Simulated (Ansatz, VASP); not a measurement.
AlCo3 in VASP and in Ansatz

Contents of POSCAR:

```
AlCo3
1.0
    3.5749480000      0.0000000000      0.0000000000
    0.0000000000      3.5749480000      0.0000000000
    0.0000000000      0.0000000000      3.5749480000
Al Co
1 3
Direct
    0.0000000000      0.0000000000      0.0000000000
    0.5000000000      0.5000000000      0.0000000000
    0.5000000000      0.0000000000      0.5000000000
    0.0000000000      0.5000000000      0.5000000000
```

The input INCAR.step1:

```
SYSTEM = AlCo3
PREC     = Accurate       ! precision mode
ENCUT    = 520            ! plane-wave cutoff, eV
ISMEAR   = 0              ! smearing method
SIGMA    = 0.1            ! smearing width, eV
LREAL    = .False.        ! projectors in reciprocal space
LASPH    = .True.         ! aspherical terms in the spheres
NELM     = 150            ! most SCF steps
ISPIN    = 2              ! spin polarisation
MAGMOM   = 0 1.76 1.76 1.76 ! initial moments
LMAXMIX  = 4              ! l up to which the mixer works
NBANDS   = 27             ! bands
GGA      = PE             ! functional
ALGO     = Normal         ! electronic algorithm
EDIFF    = 1E-4           ! SCF threshold, eV
LWAVE    = .True.         ! write WAVECAR
LCHARG   = .False.        ! write CHGCAR
```

File INCAR.step2:

```
SYSTEM = AlCo3
PREC     = Accurate       ! precision mode
ENCUT    = 520            ! plane-wave cutoff, eV
EDIFF    = 1E-6           ! SCF threshold, eV
ISMEAR   = 0              ! smearing method
SIGMA    = 0.1            ! smearing width, eV
LREAL    = .False.        ! projectors in reciprocal space
LASPH    = .True.         ! aspherical terms in the spheres
NELM     = 150            ! most SCF steps
ALGO     = Normal         ! electronic algorithm
ISIF     = 2              ! what is computed and relaxed
LWAVE    = .False.        ! write WAVECAR
LCHARG   = .False.        ! write CHGCAR
ISPIN    = 2              ! spin polarisation
MAGMOM   = 0 1.76 1.76 1.76 ! initial moments
LORBIT   = 11             ! projections on sites
LMAXMIX  = 4              ! l up to which the mixer works
METAGGA  = R2SCAN         ! meta-GGA
LMIXTAU  = .True.       
NBANDS   = 27             ! bands
ISTART   = 1
```

The input KPOINTS:

```
regular mesh
0
Gamma
  10 10 10
  0 0 0
```

Input for Ansatz:

```yaml
crystal:
  lattice:
    - [3.574948, 0.0, 0.0]
    - [0.0, 3.574948, 0.0]
    - [0.0, 0.0, 3.574948]
  atoms:
    - { symbol: Al, position: [0.0, 0.0, 0.0] }
    - { symbol: Co, position: [0.5, 0.5, 0.0], spin: 1.76 }
    - { symbol: Co, position: [0.5, 0.0, 0.5], spin: 1.76 }
    - { symbol: Co, position: [0.0, 0.5, 0.5], spin: 1.76 }
basis:
  ecutwfc: 500
kpoints:
  mp_grid: { grid: [10, 10, 10] }
hamiltonian:
  xc: r2scan
scf:
  occupations: { method: gaussian, width: 0.1 }
output:
  forces: true
  stress: true
  eigenvalues: true
  populations: true
magnetization:
  spin_polarized: true
```

Alike in both runs: task single point; functional r2SCAN; k mesh 10 × 10 × 10; occupations gaussian, width 0.1 eV; collinear spin.

|  | VASP | Ansatz |
| --- | --- | --- |
| version | VASP 6.6.1 | Ansatz 0.2.0 |
| potentials or method | VASP PAW PBE potentials, release 64 (Al, Co), cutoff 520 eV | scalar-relativistic, plane waves, PAW |
| valence electrons in the cell | 30 | 54 |

|  | VASP | Ansatz | Ansatz less VASP |
| --- | --- | --- | --- |
| gap on the k mesh at the Fermi level (eV) | none | none | - |
| pressure (GPa) | 1.1 | 1.3 | +0.17 |
| net moment per atom (μB) | 1.11 | 1.12 | +0.009 |
| size of the moment on the site where the two differ most (μB) | 0.04 | 0.06 | +0.025 |

VASP's potentials were made for PBE, not for r2SCAN. Site moments also hang on the region over which each program counts them. A gap of «none» marks a metal or a gap that the smearing closes. VASP's potentials hold 30 valence electrons a cell and Ansatz's 54, so a difference there can come from the potentials and not from the codes. Ansatz's warnings: stability check not made.
